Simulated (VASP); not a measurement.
# TaN (P3m1) in VASP: single point with r2SCAN

Aim: the single point of TaN with r2SCAN.

Program: VASP 6.6.1. These are calculated values, not measurements. Logs are shortened: lines on timing, memory, paths and dates and some standing lists are left out, and cuts for length are marked.

### 1 The cell of the first run

It takes space group P3m1 (No. 156, trigonal). Conventional cell: a = 2.936 Å, b = 2.936 Å, c = 10.654 Å, α = 90.00°, β = 90.00°, γ = 120.00°. Within 3.0 Å of Ta (site symmetry 3m) lie 3 N at 2.23 Å and 7 Ta at 2.88 to 2.94 Å. Within 3.0 Å of Ta (site symmetry 3m) lie 6 N at 2.23 Å and 8 Ta at 2.88 to 2.94 Å. Ta (site symmetry 3m) has 6 N at 2.23 Å and 7 Ta at 2.88 to 2.94 Å within 3.0 Å. N (site symmetry 3m) has 3 Ta at 2.23 Å and 7 N at 2.88 to 2.94 Å within 3.0 Å. N (site symmetry 3m) has 6 Ta at 2.23 Å and 7 N at 2.88 to 2.94 Å within 3.0 Å. N (site symmetry 3m) has 6 Ta at 2.23 Å and 8 N at 2.88 to 2.94 Å within 3.0 Å.

### 2 Single point, r2SCAN (the distance across one plane changed)

The input, POSCAR:

```
TaN
1.0
   -1.4680771636     -2.5427842368      0.0000000000
    1.4680771636     -2.5427842368      0.0000000000
    0.0000000000      0.0000000000     10.6538556583
Ta N
3 3
Direct
    0.6666666667      0.6666666667      0.0676760067
    0.6666666667      0.6666666667      0.3384341853
    0.6666666667      0.6666666667      0.6091923639
    0.0000000000      0.0000000000      0.7445714532
    0.0000000000      0.0000000000      0.2030550960
    0.0000000000      0.0000000000      0.4738132746
```

The input, INCAR.step1:

```
SYSTEM = TaN
PREC = Accurate
ENCUT = 520
ISMEAR = 0
SIGMA = 0.15
LREAL = .FALSE.
LASPH = .TRUE.
NELM = 80
NBANDS = 33
GGA = PE
ALGO = Normal
EDIFF = 1E-4
LWAVE = .TRUE.
LCHARG = .FALSE.
KPAR = 4
```

The input, INCAR.step2:

```
SYSTEM = TaN
PREC = Accurate
ENCUT = 520
EDIFF = 1E-6
ISMEAR = 0
SIGMA = 0.15
LREAL = .FALSE.
LASPH = .TRUE.
NELM = 80
ALGO = Normal
ISIF = 2
LWAVE = .FALSE.
LCHARG = .TRUE.
METAGGA = R2SCAN
LMIXTAU = .TRUE.
LVHAR = .TRUE.
NBANDS = 33
ISTART = 1
KPAR = 4
```

The input, KPOINTS:

```
Automatic mesh
0
G
  23 23 7
  0 0 0
```

Potentials or basis: VASP PAW PBE potentials, release 64 (Ta_pv, N).

Launch:

```console
$ cat potpaw_PBE.64/Ta_pv/POTCAR potpaw_PBE.64/N/POTCAR > POTCAR
$ cp INCAR.step1 INCAR
$ mpirun -np 4 vasp_std > vasp.out
$ cp INCAR.step2 INCAR
$ mpirun -np 4 vasp_std > vasp.out
```

OUTCAR:

```text
SYSTEM = TaN
   PREC = Accurate
   ENCUT = 520
   EDIFF = 1E-6
   ISMEAR = 0
   LREAL = .FALSE.
   LASPH = .TRUE.
   NELM = 80
   ISIF = 2
   METAGGA = R2SCAN
   ISTART = 1

 ion  position               nearest neighbor table
   1  0.667  0.667  0.068-   5 2.23   5 2.23   5 2.23   2 2.88
   2  0.667  0.667  0.338-   6 2.23   5 2.23   6 2.23   6 2.23   5 2.23   5 2.23   3 2.88   1 2.88

   3  0.667  0.667  0.609-   4 2.23   6 2.23   4 2.23   6 2.23   4 2.23   6 2.23   2 2.88
   4  0.000  0.000  0.745-   3 2.23   3 2.23   3 2.23
   5  0.000  0.000  0.203-   1 2.23   2 2.23   1 2.23   2 2.23   1 2.23   2 2.23
   6  0.000  0.000  0.474-   2 2.23   3 2.23   2 2.23   2 2.23   3 2.23   3 2.23

  LATTYP: Found a hexagonal cell.
 ALAT       =     2.9361543272
 C/A-ratio  =     3.6285067033

  Lattice vectors:

 A1 = (  -1.4680771636,   2.5427842368,   0.0000000000)
 A2 = (  -1.4680771636,  -2.5427842368,   0.0000000000)
 A3 = (   0.0000000000,   0.0000000000,  10.6538556583)

Analysis of symmetry for initial positions (statically):
=====================================================================
 Subroutine PRICEL returns:
 Original cell was already a primitive cell.

 Routine SETGRP: Setting up the symmetry group for a
 hexagonal supercell.

 Subroutine GETGRP returns: Found  6 space group operations
 (whereof  6 operations were pure point group operations)
 out of a pool of 24 trial point group operations.

The static configuration has the point symmetry C_3v.

Analysis of symmetry for dynamics (positions and initial velocities):
=====================================================================
 Subroutine PRICEL returns:
 Original cell was already a primitive cell.

 Routine SETGRP: Setting up the symmetry group for a
 hexagonal supercell.

 Subroutine GETGRP returns: Found  6 space group operations
 (whereof  6 operations were pure point group operations)
 out of a pool of 24 trial point group operations.

The dynamic configuration has the point symmetry C_3v.

 Subroutine INISYM returns: Found  6 space group operations
 (whereof  6 operations are pure point group operations),
 and found     1 'primitive' translations

----------------------------------------------------------------------------------------

                                     Primitive cell

  volume of cell :      79.5418

  direct lattice vectors                    reciprocal lattice vectors
    -1.468077164 -2.542784237  0.000000000    -0.340581553 -0.196634851  0.000000000
     1.468077164 -2.542784237  0.000000000     0.340581553 -0.196634851  0.000000000
     0.000000000  0.000000000 10.653855658     0.000000000  0.000000000  0.093862732

  length of vectors
     2.936154327  2.936154327 10.653855658     0.393269702  0.393269702  0.093862732

  position of ions in fractional coordinates (direct lattice)
     0.666666667  0.666666667  0.067676007
     0.666666667  0.666666667  0.338434185
     0.666666667  0.666666667  0.609192364
     0.000000000  0.000000000  0.744571453
     0.000000000  0.000000000  0.203055096
     0.000000000  0.000000000  0.473813275

  ion indices of the primitive-cell ions
   primitive index   ion index
                 1           1
                 2           2
                 3           3
                 4           4
                 5           5
                 6           6

----------------------------------------------------------------------------------------

 KPOINTS: Automatic mesh

Automatic generation of k-mesh.
 Grid dimensions read from file:
 generate k-points for:   23   23    7

 Generating k-lattice:

  Cartesian coordinates                     Fractional coordinates (reciprocal lattice)
    -0.014807894 -0.008549341  0.000000000     0.043478261  0.000000000  0.000000000
     0.014807894 -0.008549341  0.000000000     0.000000000  0.043478261  0.000000000
     0.000000000  0.000000000  0.013408962     0.000000000  0.000000000  0.142857143

  Length of vectors
     0.017098683  0.017098683  0.013408962

  Shift w.r.t. Gamma in fractional coordinates (k-lattice)
     0.000000000  0.000000000  0.000000000

 Subroutine IBZKPT returns following result:
 ===========================================

 Found    356 irreducible k-points:

 Following reciprocal coordinates:
            Coordinates               Weight
  0.000000  0.000000  0.000000      1.000000
  0.043478  0.000000  0.000000      6.000000
  0.086957  0.000000  0.000000      6.000000
  0.130435  0.000000  0.000000      6.000000
  0.173913  0.000000  0.000000      6.000000
  0.217391  0.000000  0.000000      6.000000
[... 16 lines left out ...]
 -0.478261  0.043478  0.000000      6.000000
  0.173913  0.086957  0.000000      6.000000
 [... further k-points ...]
   k-points           NKPTS =    356   k-points in BZ     NKDIM =    356   number of bands    NBANDS=     33
   number of dos      NEDOS =    301   number of ions     NIONS =      6
   total plane-waves  NPLWV =  46080
   dimension x,y,z NGX =    24 NGY =   24 NGZ =   80
   dimension x,y,z NGXF=    48 NGYF=   48 NGZF=  160
   ions per type =               3   3
   NGX,Y,Z   is equivalent  to a cutoff of  13.59, 13.59, 12.48 a.u.
   NGXF,Y,Z  is equivalent  to a cutoff of  27.18, 27.18, 24.97 a.u.
 SYSTEM =  TaN
   PREC   = accura    normal or accurate (medium, high low for compatibility)
   ISTART =      1    job   : 0-new  1-cont  2-samecut
   ICHARG =      0    charge: 1-file 2-atom 10-const
   ISPIN  =      1    spin polarized calculation?
   LNONCOLLINEAR =      F non collinear calculations
   LSORBIT =      F    spin-orbit coupling
   LASPH  =      T    aspherical Exc in radial PAW
   ENCUT  =  520.0 eV  38.22 Ry    6.18 a.u.   5.46  5.46 19.81*2*pi/ulx,y,z
   NELM   =     80;   NELMIN=  2; NELMDL=  0     # of ELM steps
   EDIFF  = 0.1E-05   stopping-criterion for ELM
   LREAL  =      F    real-space projection
   EDIFFG = 0.1E-04   stopping-criterion for IOM
   NSW    =      0    number of steps for IOM
   IBRION =     -1    ionic relax: 0-MD 1-quasi-New 2-CG
   NFREE  =      0    steps in history (QN), initial steepest desc. (CG)
   ISIF   =      2    stress and relaxation
   ISYM   =      2    0-nonsym 1-usesym 2-fastsym
   POTIM  = 0.5000    time-step for ionic-motion
   TEBEG  =    0.0;   TEEND  =   0.0 temperature during run
   PSTRESS=    0.0 pullay stress
   NELECT =      48.0000    total number of electrons
   NUPDOWN=      -1.0000    fix difference up-down
   EMIN   =  10.00;   EMAX   =-10.00  energy-range for DOS
   EFERMI =   0.00;   METHOD = LEGACY
   ISMEAR =     0;   SIGMA  =   0.15  broadening in eV -4-tet -1-fermi 0-gaus
   EFERMI_NEDOS =   21; number of points for ismear=-14 and -15
   IALGO  =     38    algorithm
   IMIX   =      4    mixing-type and parameters
     AMIX     =   0.40;   BMIX     =  1.00
     AMIX_MAG =   1.60;   BMIX_MAG =  1.00
  volume/ion in A,a.u.               =      13.26        89.46
  Fermi-wavevector in a.u.,A,eV,Ry     =   1.383429  2.614302 26.039857  1.913876
  Thomas-Fermi vector in A             =   2.508028
   LORBIT       =      0    0 simple, 1 ext, 2 COOP (PROOUT), +10 PAW based schemes
   METAGGA = R2SCAN    functional components
   LHFCALC =     F    Hartree Fock is set to
   AEXX    =    0.0000 exact exchange contribution
   IVDW    =     0    specifies the selected vdW correction
   LEPSILON=     F    determine dielectric tensor
   LRPA    =     F    only Hartree local field effects (RPA)
 non-spin polarized calculation
 Gauss-broadening in eV      SIGMA  =   0.15
  energy-cutoff  :      520.00
  volume of cell :       79.54
 maximum number of plane-waves:      2194
 NGX is ok and might be reduce to    24
   NGX = 11   NGY = 11   NGZ = 39

 number of electron      48.0000007 magnetization

 Free energy of the ion-electron system (eV)
  ---------------------------------------------------
  ext. energy  EPLUGINS =         0.00000000
  ---------------------------------------------------
  free energy    TOTEN  =      -176.22943798 eV

  energy without entropy =     -176.18810308  energy(sigma->0) =     -176.20877053

 E-fermi :   5.1255     XC(G=0): -12.7689

 val. band max:        5.1238691903   @ k =   0.2174   0.3478   0.4286
 cond. band min:       5.1263465404   @ k =  -0.4783   0.1304   0.4286
 fundamental gap:      0.0024773501
 Fermi energy:         5.1255222951

 k-point     1 :       0.0000    0.0000    0.0000
  band No.  band energies     occupation
      1     -31.4367      2.00000
      2     -30.9563      2.00000
      3     -30.5288      2.00000
      4     -30.4586      2.00000
      5     -30.4586      2.00000
      6     -30.1761      2.00000
[... 25 lines left out ...]
     32       9.2276      0.00000
     33       9.7188      0.00000

 k-point     2 :       0.0435    0.0000    0.0000
  band No.  band energies     occupation
      1     -31.4323      2.00000
      2     -30.9533      2.00000
      3     -30.5259      2.00000
      4     -30.4788      2.00000
      5     -30.4630      2.00000
      6     -30.1953      2.00000
[... 25 lines left out ...]
     32       9.3752      0.00000
     33       9.6815      0.00000

 k-point     3 :       0.0870    0.0000    0.0000
  band No.  band energies     occupation
      1     -31.4195      2.00000
      2     -30.9444      2.00000
      3     -30.5417      2.00000
      4     -30.5132      2.00000
      5     -30.4759      2.00000
      6     -30.2511      2.00000
[... 25 lines left out ...]
     32       9.5508      0.00000
     33       9.6481      0.00000

 k-point     4 :       0.1304    0.0000    0.0000
  band No.  band energies     occupation
      1     -31.3991      2.00000
      2     -30.9304      2.00000
      3     -30.6338      2.00000
      4     -30.4992      2.00000
      5     -30.4963      2.00000
      6     -30.3385      2.00000
[... 25 lines left out ...]
     32       9.4934      0.00000
     33       9.7135      0.00000

 k-point     5 :       0.1739    0.0000    0.0000
  band No.  band energies     occupation
      1     -31.3726      2.00000
      2     -30.9133      2.00000
      3     -30.7519      2.00000
      4     -30.5226      2.00000
      5     -30.4794      2.00000
      6     -30.4499      2.00000
[... 604 lines left out ...]
 k-point    22 :       0.4783    0.0435    0.0000
  band No.  band energies     occupation
      1     -31.4709      2.00000
      2     -31.1976      2.00000
      3     -31.1199      2.00000
      4     -31.0765      2.00000
      5     -30.7862      2.00000
      6     -30.7004      2.00000
[... 25 lines left out ...]
     32      10.9574      0.00000
     33      11.1480      0.00000

 k-point    23 :      -0.4783    0.0435    0.0000
  band No.  band energies     occupation
      1     -31.4883      2.00000
      2     -31.1926      2.00000
      3     -31.1367      2.00000
      4     -31.0937      2.00000
      5     -30.7831      2.00000
      6     -30.7048      2.00000
[... 25 lines left out ...]
     32      11.0612      0.00000
     33      11.2060      0.00000

 k-point    24 :       0.1739    0.0870    0.0000
  band No.  band energies     occupation
      1     -31.3874      2.00000
      2     -30.9226      2.00000
      3     -30.6819      2.00000
      4     -30.5126      2.00000
      5     -30.4905      2.00000
      6     -30.3836      2.00000
[... 25 lines left out ...]
     32       9.4811      0.00000
     33       9.7455      0.00000

 [... further k-points ...]

------------------------ aborting loop because EDIFF is reached ----------------------------------------

  FORCE on cell =-STRESS in cart. coord.  units (eV):
  Direction    XX          YY          ZZ          XY          YZ          ZX
  --------------------------------------------------------------------------------------
  -------------------------------------------------------------------------------------
  Total       -0.5509293     -0.5509293     -9.2486132      0.0000000     -0.0000000      0.0000000
  in kB      -11.0971438    -11.0971438   -186.2910538      0.0000000     -0.0000000      0.0000000
  external PRESSURE =     -69.4951138 kB  Pullay stress =       0.0000000 kB

 VOLUME and BASIS-vectors are now :
 -----------------------------------------------------------------------------
  energy-cutoff  :      520.00
  volume of cell :       79.54
      direct lattice vectors                 reciprocal lattice vectors
    -1.468077164 -2.542784237  0.000000000    -0.340581553 -0.196634851  0.000000000
     1.468077164 -2.542784237  0.000000000     0.340581553 -0.196634851  0.000000000
     0.000000000  0.000000000 10.653855658     0.000000000  0.000000000  0.093862732

 POSITION                                       TOTAL-FORCE (eV/Angst)
 -----------------------------------------------------------------------------------
      0.00000     -3.39038      0.72101        -0.000000      0.000000     -0.963987
      0.00000     -3.39038      3.60563         0.000000     -0.000000     -0.068555
      0.00000     -3.39038      6.49025         0.000000     -0.000000      7.163918
      0.00000      0.00000      7.93256         0.000000     -0.000000     -5.452776
      0.00000      0.00000      2.16332         0.000000     -0.000000      0.404558
      0.00000      0.00000      5.04794         0.000000     -0.000000     -1.083158
 -----------------------------------------------------------------------------------
    total drift:                               -0.000000      0.000001     -0.001547

  FREE ENERGIE OF THE ION-ELECTRON SYSTEM (eV)
  ---------------------------------------------------
  free  energy   TOTEN  =      -176.2294379793 eV

  energy  without entropy=     -176.1881030826  energy(sigma->0) =     -176.20877053
```

Wall time 28 min (4 MPI ranks of AMD EPYC 9755, shared host); peak memory 0.74 GiB.

Results:

```
Free energy            : -176.2294 eV
Pressure               : -6.9 GPa
Largest force          : 7.164 eV/Å
Band gap on the k mesh : zero (bands 24 and 25 overlap by 0.93 eV)
```

Forces in eV/Å, atoms in the order of the input:
```
Ta   0.000  0.000 -0.964
Ta   0.000  0.000 -0.069
Ta   0.000  0.000  7.164
N    0.000  0.000 -5.453
N    0.000  0.000  0.405
N    0.000  0.000 -1.083
```

Stress tensor (GPa, compression positive):
```
 -1.11   0.00   0.00
  0.00  -1.11   0.00
  0.00   0.00 -18.63
```

Caveat: the cell differs from its parent crystal (the distance across one plane changed); the stress differs along the axes, from -19 to -1 GPa; the PAW data sets were made with another functional, which shifts forces and pressure a little; spin-orbit coupling is left out, which moves the levels of the heavy elements.
